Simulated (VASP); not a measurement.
Cs: single point with r2SCAN

Crystal: Cs.

```xyz
2
Lattice="2.8138 1.6246 9.1419 -2.8138 1.6246 9.1419 0.0000 -3.2491 9.1419" Properties=species:S:1:pos:R:3 pbc="T T T"
Cs    0.0000    0.0000    6.8563
Cs    0.0000    0.0000   20.5693
```

This isn't the form of Cs at room conditions, which is bcc.

- Program: VASP 6.6.1
- Task: single point
- Functional: r2SCAN
- Potentials or basis: VASP PAW PBE potentials, release 64 (Cs_sv)
- Cutoff: 520 eV
- k mesh: 6 × 6 × 6
- Occupations: gaussian, width 0.01 eV
- Spin: no spin polarisation
- Dipole correction: no
- Further INCAR settings: ALGO = Normal; EDIFF = 1e-06; NBANDS = 16

| Property | Result |
| --- | --- |
| Pressure | 0.0 GPa |
| Band gap on the k mesh | zero (bands 9 and 10 overlap by 1.71 eV) |

Levels at points of the mesh, in eV from the Fermi level:
```tsv
k point	band 5	band 6	band 7	band 8	band 9	band 10	band 11	band 12	band 13	band 14
(0.00, 0.00, 0.00)	-11.17	-11.15	-11.15	-11.15	-1.63	0.15	0.68	2.59	2.59	2.76
(0.50, 0.00, 0.00)	-11.19	-11.19	-11.18	-11.18	0.25	0.25	1.08	1.08	1.78	1.78
(0.50, 0.50, 0.00)	-11.19	-11.19	-11.17	-11.16	0.14	0.41	0.66	1.26	1.39	2.59
(0.50, 0.50, 0.50)	-11.16	-11.16	-11.16	-11.16	-1.03	-1.03	1.83	1.83	2.83	2.83
```

It took 14 min on 1 thread of Intel(R) Xeon(R) Platinum 8488C (Sapphire Rapids) (shared host), peak memory 0.84 GiB.

Caveat: the PAW data sets were made with another functional, which shifts forces and pressure a little; spin-orbit coupling is left out, which moves the levels of the heavy elements.
